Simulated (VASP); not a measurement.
# Be3ReH (P4/mmm) in VASP: further runs

Runs on Be3ReH. Level: PBE. Tasks: single point, relaxation of cell and atoms.

Program: VASP 6.6.1. These are calculated values, not measurements. Logs are shortened: lines on timing, memory, paths and dates and some standing lists are left out, and cuts for length are marked.

**1. The cell of the first run**

Symmetry: P4/mmm, No. 123, tetragonal system. The conventional cell has a = 2.858 Å, b = 2.858 Å, c = 5.530 Å, α = 90.00°, β = 90.00°, γ = 90.00°. Within 2.9 Å of Be (site symmetry 4/mmm) lie 12 Be at 2.17 to 2.86 Å and 2 H at 2.77 Å. Within 2.1 Å of Be (site symmetry 4mm) lie 1 Be at 1.58 Å and 1 Re at 1.98 Å. Within 2.6 Å of Re (site symmetry 4/mmm) lie 2 Be at 1.98 Å and 4 H at 2.02 Å. Within 2.7 Å of H (site symmetry 4/mmm) lie 4 Re at 2.02 Å.

**2. Single point, PBE**

Input file INCAR:

```
PREC = Accurate ; ENCUT = 520
EDIFF = 1E-7 ; ISMEAR = 0
SIGMA = 0.1 ; LREAL = F
LASPH = T ; NELM = 100
ALGO = Normal ; ISIF = 2
LWAVE = F ; LCHARG = T
GGA = PE ; LELF = T
LVHAR = T ; NBANDS = 15
```

Input file KPOINTS:

```
regular mesh
0
Gamma
  6 6 4
```

Input file POSCAR:

```
Be3ReH
1.0
    2.8576909000      0.0000000000      0.0000000000
    0.0000000000      2.8576909000      0.0000000000
    0.0000000000      0.0000000000      5.5303218300
Be Re H
3 1 1
Direct
    0.0000000000      0.0000000000      0.5000000000
    0.5000000000      0.5000000000      0.6427002700
    0.5000000000      0.5000000000      0.3572997300
    0.5000000000      0.5000000000      0.0000000000
    0.0000000000      0.0000000000      0.0000000000
```

Potentials or basis: VASP PAW PBE potentials, release 64 (Be, Re, H).

Started as:

```sh
cat potpaw_PBE.64/Be/POTCAR potpaw_PBE.64/Re/POTCAR potpaw_PBE.64/H/POTCAR > POTCAR
mpirun -np 1 vasp_std > vasp.out
```

OUTCAR:

```text
PREC = Accurate
   ENCUT = 520
   EDIFF = 1E-7
   ISMEAR = 0
   LREAL = F
   LASPH = T
   NELM = 100
   ISIF = 2
   GGA = PE

 ion  position               nearest neighbor table
   1  0.000  0.000  0.500-   2 2.17   3 2.17   2 2.17   3 2.17   2 2.17   3 2.17   2 2.17   3 2.17

   2  0.500  0.500  0.643-   3 1.58   4 1.98   1 2.17   1 2.17   1 2.17   1 2.17
   3  0.500  0.500  0.357-   2 1.58   4 1.98   1 2.17   1 2.17   1 2.17   1 2.17
   4  0.500  0.500  0.000-   2 1.98   3 1.98   5 2.02   5 2.02   5 2.02   5 2.02
   5  0.000  0.000  0.000-   4 2.02   4 2.02   4 2.02   4 2.02

  LATTYP: Found a simple tetragonal cell.
 ALAT       =     2.8576909000
 C/A-ratio  =     1.9352414322

  Lattice vectors:

 A1 = (   2.8576909000,   0.0000000000,   0.0000000000)
 A2 = (   0.0000000000,   2.8576909000,   0.0000000000)
 A3 = (   0.0000000000,   0.0000000000,   5.5303218300)

Analysis of symmetry for initial positions (statically):
=====================================================================
 Subroutine PRICEL returns:
 Original cell was already a primitive cell.

 Routine SETGRP: Setting up the symmetry group for a
 simple tetragonal supercell.

 Subroutine GETGRP returns: Found 16 space group operations
 (whereof 16 operations were pure point group operations)
 out of a pool of 16 trial point group operations.

The static configuration has the point symmetry D_4h.

Analysis of symmetry for dynamics (positions and initial velocities):
=====================================================================
 Subroutine PRICEL returns:
 Original cell was already a primitive cell.

 Routine SETGRP: Setting up the symmetry group for a
 simple tetragonal supercell.

 Subroutine GETGRP returns: Found 16 space group operations
 (whereof 16 operations were pure point group operations)
 out of a pool of 16 trial point group operations.

The dynamic configuration has the point symmetry D_4h.

 Subroutine INISYM returns: Found 16 space group operations
 (whereof 16 operations are pure point group operations),
 and found     1 'primitive' translations

----------------------------------------------------------------------------------------

                                     Primitive cell

  volume of cell :      45.1628

  direct lattice vectors                    reciprocal lattice vectors
     2.857690900  0.000000000  0.000000000     0.349932878  0.000000000  0.000000000
     0.000000000  2.857690900  0.000000000     0.000000000  0.349932878  0.000000000
     0.000000000  0.000000000  5.530321830     0.000000000  0.000000000  0.180821303

  length of vectors
     2.857690900  2.857690900  5.530321830     0.349932878  0.349932878  0.180821303

  position of ions in fractional coordinates (direct lattice)
     0.000000000  0.000000000  0.500000000
     0.500000000  0.500000000  0.642700270
     0.500000000  0.500000000  0.357299730
     0.500000000  0.500000000  0.000000000
     0.000000000  0.000000000  0.000000000

  ion indices of the primitive-cell ions
   primitive index   ion index
                 1           1
                 2           2
                 3           3
                 4           4
                 5           5

----------------------------------------------------------------------------------------

 KPOINTS: regular mesh

Automatic generation of k-mesh.
 Grid dimensions read from file:
 generate k-points for:    6    6    4

 Generating k-lattice:

  Cartesian coordinates                     Fractional coordinates (reciprocal lattice)
     0.058322146  0.000000000  0.000000000     0.166666667  0.000000000  0.000000000
     0.000000000  0.058322146  0.000000000     0.000000000  0.166666667  0.000000000
     0.000000000  0.000000000  0.045205326     0.000000000  0.000000000  0.250000000

  Length of vectors
     0.058322146  0.058322146  0.045205326

  Shift w.r.t. Gamma in fractional coordinates (k-lattice)
     0.000000000  0.000000000  0.000000000

 Subroutine IBZKPT returns following result:
 ===========================================

 Found     30 irreducible k-points:

 Following reciprocal coordinates:
            Coordinates               Weight
  0.000000  0.000000  0.000000      1.000000
  0.166667  0.000000  0.000000      4.000000
  0.333333  0.000000  0.000000      4.000000
  0.500000  0.000000  0.000000      2.000000
  0.166667  0.166667  0.000000      4.000000
  0.333333  0.166667  0.000000      8.000000
[... 16 lines left out ...]
  0.333333  0.000000  0.500000      4.000000
  0.500000  0.000000  0.500000      2.000000
 [... further k-points ...]
   k-points           NKPTS =     30   k-points in BZ     NKDIM =     30   number of bands    NBANDS=     15
   number of dos      NEDOS =    301   number of ions     NIONS =      5
   total plane-waves  NPLWV =  24192
   dimension x,y,z NGX =    24 NGY =   24 NGZ =   42
   dimension x,y,z NGXF=    48 NGYF=   48 NGZF=   84
   ions per type =               3   1   1
   NGX,Y,Z   is equivalent  to a cutoff of  13.96, 13.96, 12.63 a.u.
   NGXF,Y,Z  is equivalent  to a cutoff of  27.92, 27.92, 25.25 a.u.
 SYSTEM =  unknown system
   PREC   = accura    normal or accurate (medium, high low for compatibility)
   ISTART =      0    job   : 0-new  1-cont  2-samecut
   ICHARG =      2    charge: 1-file 2-atom 10-const
   ISPIN  =      1    spin polarized calculation?
   LNONCOLLINEAR =      F non collinear calculations
   LSORBIT =      F    spin-orbit coupling
   LASPH  =      T    aspherical Exc in radial PAW
   ENCUT  =  520.0 eV  38.22 Ry    6.18 a.u.   5.31  5.31 10.28*2*pi/ulx,y,z
   NELM   =    100;   NELMIN=  2; NELMDL= -5     # of ELM steps
   EDIFF  = 0.1E-06   stopping-criterion for ELM
   LREAL  =      F    real-space projection
   EDIFFG = 0.1E-05   stopping-criterion for IOM
   NSW    =      0    number of steps for IOM
   IBRION =     -1    ionic relax: 0-MD 1-quasi-New 2-CG
   NFREE  =      0    steps in history (QN), initial steepest desc. (CG)
   ISIF   =      2    stress and relaxation
   ISYM   =      2    0-nonsym 1-usesym 2-fastsym
   POTIM  = 0.5000    time-step for ionic-motion
   TEBEG  =    0.0;   TEEND  =   0.0 temperature during run
   PSTRESS=    0.0 pullay stress
   NELECT =      14.0000    total number of electrons
   NUPDOWN=      -1.0000    fix difference up-down
   EMIN   =  10.00;   EMAX   =-10.00  energy-range for DOS
   EFERMI =   0.00;   METHOD = LEGACY
   ISMEAR =     0;   SIGMA  =   0.10  broadening in eV -4-tet -1-fermi 0-gaus
   EFERMI_NEDOS =   21; number of points for ismear=-14 and -15
   IALGO  =     38    algorithm
   IMIX   =      4    mixing-type and parameters
     AMIX     =   0.40;   BMIX     =  1.00
     AMIX_MAG =   1.60;   BMIX_MAG =  1.00
  volume/ion in A,a.u.               =       9.03        60.95
  Fermi-wavevector in a.u.,A,eV,Ry     =   1.107959  2.093740 16.702161  1.227574
  Thomas-Fermi vector in A             =   2.244480
   LORBIT       =      0    0 simple, 1 ext, 2 COOP (PROOUT), +10 PAW based schemes
   GGA     = PE    functional components
   LHFCALC =     F    Hartree Fock is set to
   AEXX    =    0.0000 exact exchange contribution
   IVDW    =     0    specifies the selected vdW correction
   LEPSILON=     F    determine dielectric tensor
   LRPA    =     F    only Hartree local field effects (RPA)
 non-spin polarized calculation
 Gauss-broadening in eV      SIGMA  =   0.10
  energy-cutoff  :      520.00
  volume of cell :       45.16
 maximum number of plane-waves:      1240
 NGX is ok and might be reduce to    24
   NGX = 11   NGY = 11   NGZ = 21

 number of electron      13.9999999 magnetization

 Free energy of the ion-electron system (eV)
  ---------------------------------------------------
  ext. energy  EPLUGINS =         0.00000000
  ---------------------------------------------------
  free energy    TOTEN  =       -20.71093165 eV

  energy without entropy =      -20.68729428  energy(sigma->0) =      -20.69911297

 E-fermi :   5.9842     XC(G=0): -11.2257

 val. band max:        5.9802950917   @ k =   0.1667   0.0000   0.2500
 cond. band min:       5.9865399239   @ k =   0.3333   0.1667   0.2500
 fundamental gap:      0.0062448322
 Fermi energy:         5.9841952250

 k-point     1 :       0.0000    0.0000    0.0000
  band No.  band energies     occupation
      1      -4.6886      2.00000
      2      -2.0684      2.00000
      3       1.4932      2.00000
      4       2.2518      2.00000
      5       2.4117      2.00000
      6       6.1354      0.03244
      7       6.1354      0.03244
      8       7.9132      0.00000
      9       7.9132      0.00000
     10       8.0441      0.00000
     11      14.0475      0.00000
     12      14.1867      0.00000
     13      14.9172      0.00000
     14      16.4779      0.00000
     15      17.4812      0.00000

 k-point     2 :       0.1667    0.0000    0.0000
  band No.  band energies     occupation
      1      -4.1477      2.00000
      2      -1.5503      2.00000
      3       1.5040      2.00000
      4       2.4010      2.00000
      5       2.7547      2.00000
      6       5.8251      1.97555
      7       5.8808      1.85622
      8       6.2493      0.00018
      9       7.1733      0.00000
     10       8.4731      0.00000
     11      12.7348      0.00000
     12      12.7976      0.00000
     13      15.2857      0.00000
     14      17.1572      0.00000
     15      17.7648      0.00000
[... 365 lines left out ...]
      3       1.5770      2.00000
      4       1.7567      2.00000
      5       2.8879      2.00000
      6       5.4191      2.00000
      7       5.9675      1.18614
      8       6.2006      0.00221
      9       7.1903      0.00000
     10       7.9295      0.00000
     11      10.4061      0.00000
     12      10.7956      0.00000
     13      15.1305      0.00000
     14      15.9822      0.00000
     15      16.0226      0.00000

 k-point    24 :       0.5000    0.0000    0.5000
  band No.  band energies     occupation
      1      -0.6907      2.00000
      2      -0.1712      2.00000
      3       0.3569      2.00000
      4       1.0689      2.00000
      5       2.6366      2.00000
      6       4.7088      2.00000
      7       5.4519      2.00000
      8       6.4164      0.00000
      9       6.4558      0.00000
     10       8.3277      0.00000
     11      10.7112      0.00000
     12      12.6683      0.00000
     13      13.1238      0.00000
     14      16.2466      0.00000
     15      16.6465      0.00000

 [... further k-points ...]
[... 5 lines left out ...]
  --------------------------------------------------------------------------------------
  -------------------------------------------------------------------------------------
  Total       -2.8225266     -2.8225266     24.2244174      0.0000000      0.0000000     -0.0000000
  in kB     -100.1308088   -100.1308088    859.3755919      0.0000000      0.0000000     -0.0000000
  external PRESSURE =     219.7046581 kB  Pullay stress =       0.0000000 kB

 VOLUME and BASIS-vectors are now :
 -----------------------------------------------------------------------------
  energy-cutoff  :      520.00
  volume of cell :       45.16
      direct lattice vectors                 reciprocal lattice vectors
     2.857690900  0.000000000  0.000000000     0.349932878  0.000000000  0.000000000
     0.000000000  2.857690900  0.000000000     0.000000000  0.349932878  0.000000000
     0.000000000  0.000000000  5.530321830     0.000000000  0.000000000  0.180821303

 POSITION                                       TOTAL-FORCE (eV/Angst)
 -----------------------------------------------------------------------------------
      0.00000      0.00000      2.76516         0.000000      0.000000      0.000000
      1.42885      1.42885      3.55434         0.000000      0.000000      3.030554
      1.42885      1.42885      1.97598         0.000000     -0.000000     -3.030554
      1.42885      1.42885      0.00000         0.000000      0.000000      0.000000
      0.00000      0.00000      0.00000         0.000000      0.000000      0.000000
 -----------------------------------------------------------------------------------
    total drift:                                0.000000     -0.000000     -0.000000

  FREE ENERGIE OF THE ION-ELECTRON SYSTEM (eV)
  ---------------------------------------------------
  free  energy   TOTEN  =       -20.7109316540 eV

  energy  without entropy=      -20.6872942782  energy(sigma->0) =      -20.69911297
```

It took 10 s on 1 thread of Intel Xeon 6975P-C (Granite Rapids), shared host; peak memory 0.17 GiB.

What came out:

| Item | Value |
| --- | --- |
| Free energy | -20.7109 eV |
| Pressure | 22.0 GPa |
| Largest force | 3.031 eV/Å |
| Band gap on the k mesh | zero (band 7 reaches 6.65 eV, above the bottom of band 8 at 5.34 eV) |

Forces in eV/Å, atoms in the order of the input:
```
Be   0.000  0.000  0.000
Be   0.000  0.000  3.031
Be   0.000  0.000 -3.031
Re   0.000  0.000  0.000
H    0.000  0.000  0.000
```

Levels at points of the mesh, in eV from the Fermi level:
```tsv
k point	band 3	band 4	band 5	band 6	band 7	band 8	band 9	band 10	band 11	band 12
(0.00, 0.00, 0.00)	-4.49	-3.73	-3.57	0.15	0.15	1.93	1.93	2.06	8.06	8.20
(0.50, 0.00, 0.00)	-4.76	-3.86	-3.64	-3.04	-0.54	0.42	0.63	2.79	5.08	5.48
(0.50, 0.50, 0.00)	-4.33	-3.05	-3.05	-2.99	-0.88	1.82	2.86	3.99	4.71	4.71
(0.00, 0.00, 0.50)	-5.36	-3.56	-0.40	-0.40	-0.38	2.06	2.93	3.32	3.32	8.34
(0.50, 0.00, 0.50)	-5.63	-4.92	-3.35	-1.28	-0.53	0.43	0.47	2.34	4.73	6.68
(0.50, 0.50, 0.50)	-5.12	-2.90	-1.01	-0.67	-0.67	1.03	1.28	1.28	3.99	4.29
```

Caveat: the k points lie up to 0.37 Å⁻¹ apart; spin-orbit coupling is left out, which moves the levels of the heavy elements; forces of over 1 eV/Å act on the atoms, so gaps and moduli don't describe the material at rest.

(Continued in part 2 of 2.)
